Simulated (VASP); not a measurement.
# WSe2 (P6_3/mmc) in VASP: notebook

WSe2 is run at these levels: PBE+D3(BJ), r2SCAN; tasks: single point.

Everything below comes from runs of VASP 6.6.1. Logs are shortened: lines on timing, memory, paths and dates and some standing lists are left out, and cuts for length are marked.

**Measured values to compare with.**

“Time-resolved XUV ARPES with tunable 24–33 eV laser pulses at 30 meV resolution”, 2019, pmc:6684652 reports, for a bulk crystal of WSe2: band gap 1.3 eV (indirect).

The results are compared with them further down.

**1. The cell of the first run**

The structure is hexagonal, space group P6_3/mmc (No. 194). The conventional cell has a = 3.279 Å, b = 3.279 Å, c = 12.789 Å, α = 90.00°, β = 90.00°, γ = 120.00°. W (site symmetry -6m2) has 6 Se at 2.53 Å and 6 W at 3.28 Å within 3.3 Å. Within 3.4 Å of Se (site symmetry 3m) lie 3 W at 2.53 Å and 7 Se at 3.28 to 3.37 Å.

**2. Single point, PBE+D3(BJ)**

INCAR

```
PREC = Accurate
ENCUT = 520
EDIFF = 1E-6
ISMEAR = 0
SIGMA = 0.02
LREAL = False
LASPH = True
NELM = 100
ALGO = Normal
ISIF = 2
LWAVE = False
LCHARG = False
GGA = PE
IVDW = 12
NBANDS = 35
```

KPOINTS

```
Automatic mesh
0
Gamma
  9 9 2
```

POSCAR

```
WSe2
1.0
    3.2790157617      0.0000000000      0.0000000000
   -1.6395078808      2.8397109490      0.0000000000
    0.0000000000      0.0000000000     12.7885058740
W Se
2 4
Direct
    0.3333333333      0.6666666667      0.2500000000
    0.6666666667      0.3333333333      0.7500000000
    0.3333333333      0.6666666667      0.6182884625
    0.6666666667      0.3333333333      0.1182884625
    0.3333333333      0.6666666667      0.8817115375
    0.6666666667      0.3333333333      0.3817115375
```

Potentials or basis: VASP PAW PBE potentials, release 64 (W_sv, Se).

Run with:

```
$ cat potpaw_PBE.64/W_sv/POTCAR potpaw_PBE.64/Se/POTCAR > POTCAR
$ mpirun -np 1 vasp_std > vasp.out
```

OUTCAR:

```text
PREC = Accurate
   ENCUT = 520
   EDIFF = 1E-6
   ISMEAR = 0
   LREAL = False
   LASPH = True
   NELM = 100
   ISIF = 2
   GGA = PE
   IVDW = 12
 IVDW          = 12

 ion  position               nearest neighbor table
   1  0.333  0.667  0.250-   4 2.53   6 2.53   4 2.53   6 2.53   4 2.53   6 2.53
   2  0.667  0.333  0.750-   3 2.53   5 2.53   3 2.53   5 2.53   3 2.53   5 2.53
   3  0.333  0.667  0.618-   2 2.53   2 2.53   2 2.53
   4  0.667  0.333  0.118-   1 2.53   1 2.53   1 2.53
   5  0.333  0.667  0.882-   2 2.53   2 2.53   2 2.53
   6  0.667  0.333  0.382-   1 2.53   1 2.53   1 2.53

  LATTYP: Found a hexagonal cell.
 ALAT       =     3.2790157617
 C/A-ratio  =     3.9001050325

  Lattice vectors:

 A1 = (   3.2790157617,   0.0000000000,   0.0000000000)
 A2 = (  -1.6395078808,   2.8397109490,   0.0000000000)
 A3 = (   0.0000000000,   0.0000000000,  12.7885058740)

Analysis of symmetry for initial positions (statically):
=====================================================================
 Subroutine PRICEL returns:
 Original cell was already a primitive cell.

 Routine SETGRP: Setting up the symmetry group for a
 hexagonal supercell.

 Subroutine GETGRP returns: Found 24 space group operations
 (whereof 12 operations were pure point group operations)
 out of a pool of 24 trial point group operations.

The static configuration has the point symmetry D_3d.
 The point group associated with its full space group is D_6h.

Analysis of symmetry for dynamics (positions and initial velocities):
=====================================================================
 Subroutine PRICEL returns:
 Original cell was already a primitive cell.

 Routine SETGRP: Setting up the symmetry group for a
 hexagonal supercell.

 Subroutine GETGRP returns: Found 24 space group operations
 (whereof 12 operations were pure point group operations)
 out of a pool of 24 trial point group operations.

The dynamic configuration has the point symmetry D_3d.
 The point group associated with its full space group is D_6h.

 Subroutine INISYM returns: Found 24 space group operations
 (whereof 12 operations are pure point group operations),
 and found     1 'primitive' translations

----------------------------------------------------------------------------------------

                                     Primitive cell

  volume of cell :     119.0796

  direct lattice vectors                    reciprocal lattice vectors
     3.279015762  0.000000000  0.000000000     0.304969562  0.176074259  0.000000000
    -1.639507881  2.839710949  0.000000000     0.000000000  0.352148517  0.000000000
     0.000000000  0.000000000 12.788505874     0.000000000  0.000000000  0.078195218

  length of vectors
     3.279015762  3.279015762 12.788505874     0.352148517  0.352148517  0.078195218

  position of ions in fractional coordinates (direct lattice)
     0.333333333  0.666666667  0.250000000
     0.666666667  0.333333333  0.750000000
     0.333333333  0.666666667  0.618288462
     0.666666667  0.333333333  0.118288462
     0.333333333  0.666666667  0.881711538
     0.666666667  0.333333333  0.381711538

  ion indices of the primitive-cell ions
   primitive index   ion index
                 1           1
                 2           2
                 3           3
                 4           4
                 5           5
                 6           6

----------------------------------------------------------------------------------------

 KPOINTS: Automatic mesh

Automatic generation of k-mesh.
 Grid dimensions read from file:
 generate k-points for:    9    9    2

 Generating k-lattice:

  Cartesian coordinates                     Fractional coordinates (reciprocal lattice)
     0.033885507  0.019563807  0.000000000     0.111111111 -0.000000000  0.000000000
     0.000000000  0.039127613  0.000000000     0.000000000  0.111111111  0.000000000
     0.000000000  0.000000000  0.039097609     0.000000000  0.000000000  0.500000000

  Length of vectors
     0.039127613  0.039127613  0.039097609

  Shift w.r.t. Gamma in fractional coordinates (k-lattice)
     0.000000000  0.000000000  0.000000000

 Subroutine IBZKPT returns following result:
 ===========================================

 Found     24 irreducible k-points:

 Following reciprocal coordinates:
            Coordinates               Weight
  0.000000  0.000000  0.000000      1.000000
  0.111111 -0.000000  0.000000      6.000000
  0.222222  0.000000  0.000000      6.000000
  0.333333  0.000000  0.000000      6.000000
  0.444444  0.000000  0.000000      6.000000
  0.111111  0.111111  0.000000      6.000000
[... 16 lines left out ...]
  0.333333  0.222222  0.500000     12.000000
  0.333333  0.333333  0.500000      2.000000
   k-points           NKPTS =     24   k-points in BZ     NKDIM =     24   number of bands    NBANDS=     35
   number of dos      NEDOS =    301   number of ions     NIONS =      6
   total plane-waves  NPLWV =  55296
   dimension x,y,z NGX =    24 NGY =   24 NGZ =   96
   dimension x,y,z NGXF=    48 NGYF=   48 NGZF=  192
   ions per type =               2   4
   NGX,Y,Z   is equivalent  to a cutoff of  12.17, 12.17, 12.48 a.u.
   NGXF,Y,Z  is equivalent  to a cutoff of  24.34, 24.34, 24.96 a.u.
 SYSTEM =  unknown system
   PREC   = accura    normal or accurate (medium, high low for compatibility)
   ISTART =      0    job   : 0-new  1-cont  2-samecut
   ICHARG =      2    charge: 1-file 2-atom 10-const
   ISPIN  =      1    spin polarized calculation?
   LNONCOLLINEAR =      F non collinear calculations
   LSORBIT =      F    spin-orbit coupling
   LASPH  =      T    aspherical Exc in radial PAW
   ENCUT  =  520.0 eV  38.22 Ry    6.18 a.u.   6.10  6.10 23.78*2*pi/ulx,y,z
   NELM   =    100;   NELMIN=  2; NELMDL= -5     # of ELM steps
   EDIFF  = 0.1E-05   stopping-criterion for ELM
   LREAL  =      F    real-space projection
   EDIFFG = 0.1E-04   stopping-criterion for IOM
   NSW    =      0    number of steps for IOM
   IBRION =     -1    ionic relax: 0-MD 1-quasi-New 2-CG
   NFREE  =      0    steps in history (QN), initial steepest desc. (CG)
   ISIF   =      2    stress and relaxation
   ISYM   =      2    0-nonsym 1-usesym 2-fastsym
   POTIM  = 0.5000    time-step for ionic-motion
   TEBEG  =    0.0;   TEEND  =   0.0 temperature during run
   PSTRESS=    0.0 pullay stress
   NELECT =      52.0000    total number of electrons
   NUPDOWN=      -1.0000    fix difference up-down
   EMIN   =  10.00;   EMAX   =-10.00  energy-range for DOS
   EFERMI =   0.00;   METHOD = LEGACY
   ISMEAR =     0;   SIGMA  =   0.02  broadening in eV -4-tet -1-fermi 0-gaus
   EFERMI_NEDOS =   21; number of points for ismear=-14 and -15
   IALGO  =     38    algorithm
   IMIX   =      4    mixing-type and parameters
     AMIX     =   0.40;   BMIX     =  1.00
     AMIX_MAG =   1.60;   BMIX_MAG =  1.00
  volume/ion in A,a.u.               =      19.85       133.93
  Fermi-wavevector in a.u.,A,eV,Ry     =   1.242024  2.347086 20.988682  1.542625
  Thomas-Fermi vector in A             =   2.376397
   LORBIT       =      0    0 simple, 1 ext, 2 COOP (PROOUT), +10 PAW based schemes
   GGA     = PE    functional components
   LHFCALC =     F    Hartree Fock is set to
   AEXX    =    0.0000 exact exchange contribution
   IVDW    =    12    specifies the selected vdW correction
   LEPSILON=     F    determine dielectric tensor
   LRPA    =     F    only Hartree local field effects (RPA)
 non-spin polarized calculation
 Gauss-broadening in eV      SIGMA  =   0.02
  energy-cutoff  :      520.00
  volume of cell :      119.08
 maximum number of plane-waves:      3246
   NGX = 13   NGY = 13   NGZ = 47

 number of electron      51.9999988 magnetization

 Free energy of the ion-electron system (eV)
  ---------------------------------------------------
  ext. energy  EPLUGINS =         0.00000000
  ---------------------------------------------------
  free energy    TOTEN  =       -43.07748381 eV

  energy without entropy =      -43.07748381  energy(sigma->0) =      -43.07748381

 E-fermi :   6.7112     XC(G=0): -10.8976

 val. band max:        6.5243314624   @ k =   0.0000   0.0000   0.0000
 cond. band min:       7.5168575264   @ k =   0.2222   0.1111   0.0000
 fundamental gap:      0.9925260640
 Fermi energy:         6.7112017931

 k-point     1 :       0.0000    0.0000    0.0000
  band No.  band energies     occupation
      1     -67.8186      2.00000
      2     -67.8186      2.00000
      3     -32.0695      2.00000
      4     -32.0694      2.00000
      5     -31.9321      2.00000
      6     -31.9321      2.00000
[... 27 lines left out ...]
     34       9.4662      0.00000
     35      11.0789      0.00000

 k-point     2 :       0.1111   -0.0000    0.0000
  band No.  band energies     occupation
      1     -67.8174      2.00000
      2     -67.8173      2.00000
      3     -32.0641      2.00000
      4     -32.0640      2.00000
      5     -31.9606      2.00000
      6     -31.9606      2.00000
[... 27 lines left out ...]
     34       9.5662      0.00000
     35      12.0346      0.00000

 k-point     3 :       0.2222    0.0000    0.0000
  band No.  band energies     occupation
      1     -67.8142      2.00000
      2     -67.8141      2.00000
      3     -32.0503      2.00000
      4     -32.0503      2.00000
      5     -32.0320      2.00000
      6     -32.0320      2.00000
[... 27 lines left out ...]
     34      10.2097      0.00000
     35      12.8746      0.00000
[... 723 lines left out ...]
 k-point    23 :       0.3333    0.2222    0.5000
  band No.  band energies     occupation
      1     -67.8071      2.00000
      2     -67.8071      2.00000
      3     -32.1353      2.00000
      4     -32.1353      2.00000
      5     -32.0448      2.00000
      6     -32.0448      2.00000
[... 27 lines left out ...]
     34      10.7666      0.00000
     35      12.1910      0.00000

 k-point    24 :       0.3333    0.3333    0.5000
  band No.  band energies     occupation
      1     -67.8065      2.00000
      2     -67.8065      2.00000
      3     -32.1107      2.00000
      4     -32.1107      2.00000
      5     -32.0867      2.00000
      6     -32.0867      2.00000
[... 27 lines left out ...]
     34      10.8494      0.00000
     35      12.7444      0.00000

------------------------ aborting loop because EDIFF is reached ----------------------------------------

 Edisp (eV)   -2.85288

 E8    (eV) :    -1.2725

  FORCE on cell =-STRESS in cart. coord.  units (eV):
  Direction    XX          YY          ZZ          XY          YZ          ZX
  --------------------------------------------------------------------------------------
  -------------------------------------------------------------------------------------
  Total       0.20633     0.20633     0.29319     0.00000     0.00000     0.00000
  in kB       2.77607     2.77607     3.94474     0.00000     0.00000     0.00000
  external pressure =        3.17 kB  Pullay stress =        0.00 kB

 VOLUME and BASIS-vectors are now :
 -----------------------------------------------------------------------------
  energy-cutoff  :      520.00
  volume of cell :      119.08
      direct lattice vectors                 reciprocal lattice vectors
     3.279015762  0.000000000  0.000000000     0.304969562  0.176074259  0.000000000
    -1.639507881  2.839710949  0.000000000     0.000000000  0.352148517  0.000000000
     0.000000000  0.000000000 12.788505874     0.000000000  0.000000000  0.078195218

 POSITION                                       TOTAL-FORCE (eV/Angst)
 -----------------------------------------------------------------------------------
     -0.00000      1.89314      3.19713        -0.000000     -0.000000      0.000000
      1.63951      0.94657      9.59138         0.000000      0.000000      0.000000
     -0.00000      1.89314      7.90699         0.000000     -0.000000     -0.046999
      1.63951      0.94657      1.51273        -0.000000      0.000000     -0.046999
     -0.00000      1.89314     11.27577        -0.000000      0.000000      0.046999
      1.63951      0.94657      4.88152         0.000000      0.000000      0.046999
 -----------------------------------------------------------------------------------
    total drift:                               -0.000000      0.000000     -0.000000

  FREE ENERGIE OF THE ION-ELECTRON SYSTEM (eV)
  ---------------------------------------------------
  free  energy   TOTEN  =       -45.9303661985 eV

  energy  without entropy=      -45.9303661985  energy(sigma->0) =      -45.93036620
```

It took 89 s on 1 thread of Intel Xeon Platinum 8259CL at 2.50GHz (Skylake/Cascade Lake), shared host; peak memory 0.27 GiB.

Results:

| Item | Value |
| --- | --- |
| Free energy | -45.9304 eV |
| Pressure | 0.3 GPa |
| Largest force | 0.047 eV/Å |
| Band gap on the k mesh | 0.99 eV (least direct gap 1.56 eV) |
| Dispersion energy per atom | -0.475 eV |

Forces on the atoms (eV/Å):
```
W    0.000  0.000  0.000
W    0.000  0.000  0.000
Se   0.000  0.000 -0.047
Se   0.000  0.000 -0.047
Se   0.000  0.000  0.047
Se   0.000  0.000  0.047
```

Levels at points of the mesh, in eV from the valence-band top:
```csv
k point,band 23,band 24,band 25,band 26,band 27,band 28,band 29,band 30
"(0.00, 0.00, 0.00)",-1.46,-1.20,-0.96,0.00,2.63,2.63,2.68,2.68
"(0.00, 0.00, 0.50)",-1.50,-1.50,-0.20,-0.20,2.63,2.63,2.63,2.63
```

Caveat: spin-orbit coupling is left out, which moves the levels of the heavy elements; an odd mesh through Γ misses points on the zone boundary, where band edges can lie.

**3. Single point, r2SCAN**

POSCAR is that of step 2.

INCAR.step1

```
PREC = Accurate
ENCUT = 520
ISMEAR = 0
SIGMA = 0.02
LREAL = F
LASPH = T
NELM = 80
NBANDS = 35
GGA = PE
ALGO = Normal
EDIFF = 1E-4
LWAVE = T
LCHARG = F
```

INCAR.step2

```
PREC = Accurate
ENCUT = 520
EDIFF = 1E-6
ISMEAR = 0
SIGMA = 0.02
LREAL = F
LASPH = T
NELM = 80
ALGO = Normal
ISIF = 2
LWAVE = F
LCHARG = T
METAGGA = R2SCAN
LMIXTAU = T
LELF = T
LVHAR = T
NBANDS = 35
ISTART = 1
```

KPOINTS

```
regular mesh
0
Gamma
  9 9 2
```

Potentials or basis: VASP PAW PBE potentials, release 64 (W_sv, Se).

Run with:

```
$ cat potpaw_PBE.64/W_sv/POTCAR potpaw_PBE.64/Se/POTCAR > POTCAR
$ cp INCAR.step1 INCAR
$ mpirun -np 1 vasp_std > vasp.out
$ cp INCAR.step2 INCAR
$ mpirun -np 1 vasp_std > vasp.out
```

It took 4.7 min on 1 thread of Intel Xeon Platinum 8259CL at 2.50GHz (Skylake/Cascade Lake), shared host; peak memory 0.28 GiB.

It converged, with:

| Item | Value |
| --- | --- |
| Free energy | -163.4752 eV |
| Pressure | 2.3 GPa |
| Largest force | 0.312 eV/Å |
| Band gap on the k mesh | 1.11 eV (least direct gap 1.68 eV) |

Forces on the atoms (eV/Å):
```
W    0.000  0.000  0.000
W    0.000  0.000  0.000
Se   0.000  0.000  0.312
Se   0.000  0.000  0.312
Se   0.000  0.000 -0.312
Se   0.000  0.000 -0.312
```

Stress tensor (GPa, compression positive):
```
2.88 0.00 0.00
0.00 2.88 0.00
0.00 0.00 1.16
```

Levels at points of the mesh, in eV from the valence-band top:
| k point | band 24 | band 25 | band 26 | band 27 | band 28 | band 29 |
| --- | --- | --- | --- | --- | --- | --- |
| (0.00, 0.00, 0.00) | -1.22 | -1.09 | 0.00 | 2.75 | 2.75 | 2.77 |
| (0.00, 0.00, 0.50) | -1.62 | -0.23 | -0.23 | 2.74 | 2.74 | 2.74 |

Caveat: the PAW data sets were made with another functional, which shifts forces and pressure a little; spin-orbit coupling is left out, which moves the levels of the heavy elements; an odd mesh through Γ misses points on the zone boundary, where band edges can lie.

**4. Against experiment**

Step 2. A measured gap of WSe2 is 1.3 eV (indirect; “Time-resolved XUV ARPES with tunable 24–33 eV laser pulses at 30 meV resolution”, 2019, pmc:6684652); the calculated 0.99 eV misses it by -0.31 eV. Spin-orbit coupling on Se, W is left out. The value is that of PBE+D3(BJ) on a finite k mesh, which can miss the band edges, without temperature or zero-point motion. Semilocal functionals fall short of measured gaps as a rule.
